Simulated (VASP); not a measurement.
Al3SiSe4, 8 atoms in the cell. The structure is tetragonal, space group I4/mmm (No. 139). Conventional cell: a = 5.475 Å, b = 5.475 Å, c = 10.895 Å, α = 90.00°, β = 90.00°, γ = 90.00°. Within 3.6 Å of Al (site symmetry -4m2) lie 6 Se at 2.72 to 2.74 Å. Within 3.6 Å of Al (site symmetry 4/mmm) lie 6 Se at 2.72 to 2.74 Å. Within 3.6 Å of Si (site symmetry 4/mmm) lie 6 Se at 2.73 to 2.74 Å. Within 3.6 Å of Se (site symmetry mmm) lie 4 Al at 2.72 to 2.74 Å and 2 Si at 2.74 Å. Within 3.6 Å of Se (site symmetry 4mm) lie 5 Al at 2.72 to 2.74 Å and 1 Si at 2.73 Å. 

```yaml
Program: VASP 6.6.1
Task: relaxation of cell and atoms
Functional: PBE
Potentials_or_basis: VASP PAW PBE potentials, release 64 (Al, Si, Se)
Cutoff: 600 eV
k_mesh: 10 × 10 × 10
Occupations: gaussian, width 0.1 eV
Spin: no spin polarisation
Dipole_correction: no
Further_INCAR_settings: ALGO = Normal; EDIFF = 1e-06; IBRION = 2; EDIFFG = -0.01; NSW = 100; ISIF = 3
```

Potentials or basis: VASP PAW PBE potentials, release 64 (Al, Si, Se).

The run is started by

```bash
$ cat potpaw_PBE.64/Al/POTCAR potpaw_PBE.64/Si/POTCAR potpaw_PBE.64/Se/POTCAR > POTCAR
$ mpirun -np 1 vasp_std > vasp.out
```

Hardware: 1 thread of Intel Xeon 6975P-C (shared host).

How long does it take, and how much memory?

Run time: 37 min on 1 thread of Intel Xeon 6975P-C, on a shared host, peak memory 0.72 GiB. Counts: scf iterations 42, k points 102, ion steps 7.
